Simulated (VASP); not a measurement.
Ge:

```
Ge
1.0
     3.99762    0.00000    0.00000
    -1.99881    3.46204    0.00000
     0.00000    0.00000    6.59282
Ge
4
Direct
  0.33333 0.66667 0.00037
  0.66667 0.33333 0.50037
  0.33333 0.66667 0.37463
  0.66667 0.33333 0.87463
```

Base run:

```yaml
Program: VASP 6.6.1
Functional: PBE
Potentials_or_basis: VASP PAW PBE potentials, release 64 (Ge_d)
Cutoff: 520 eV
k_mesh: 6 × 6 × 4
Occupations: fermi-dirac, width 0.02 eV
Spin: no spin polarisation
```

Its results: band gap on the k mesh 0.11 eV, indirect (the least direct gap lies 0.9 meV higher); pressure 3.0 GPa.

Problem. The run is repeated on the same cell with these changes: functional from PBE to r2SCAN. What comes out?

Solution. Band gap on the k mesh 0.06 eV, direct; pressure 0.1 GPa.

Caveats: the PAW data sets were made with another functional, which shifts forces and pressure a little (some runs).

A k mesh can miss the band edges.
